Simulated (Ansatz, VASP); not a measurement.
# Al: VASP beside Ansatz

```
Al
1.0
    -2.49320    2.49320    1.36009
     2.49320   -2.49320    1.36009
     2.49320    2.49320   -1.36009
Al
2
Direct
  0.00000 0.00000 0.00000
  0.75000 0.25000 0.50000
```

Alike in both runs: task relaxation of cell and atoms; functional PBEsol; k mesh 8 × 8 × 8; occupations gaussian, width 0.1 eV; no spin polarisation.

```csv
,VASP,Ansatz
version,VASP 6.6.1,Ansatz 0.2.0
potentials or method,"VASP PAW PBE potentials, release 64 (Al), cutoff 600 eV","scalar-relativistic, plane waves, PAW"
valence electrons in the cell,6,6
```

|  | VASP | Ansatz | Ansatz less VASP |
| --- | --- | --- | --- |
| gap on the k mesh at the Fermi level, each at its own relaxed structure (eV) | none | none | - |
| relaxed volume (Å³/atom) | 18.79 | 18.78 | -0.011 |
| relaxed cell length with the largest relative difference (Å) | 3.961 | 3.959 | -0.0012 |

VASP's potentials were made for PBE, not for PBEsol. A gap of «none» marks a metal or a gap that the smearing closes.
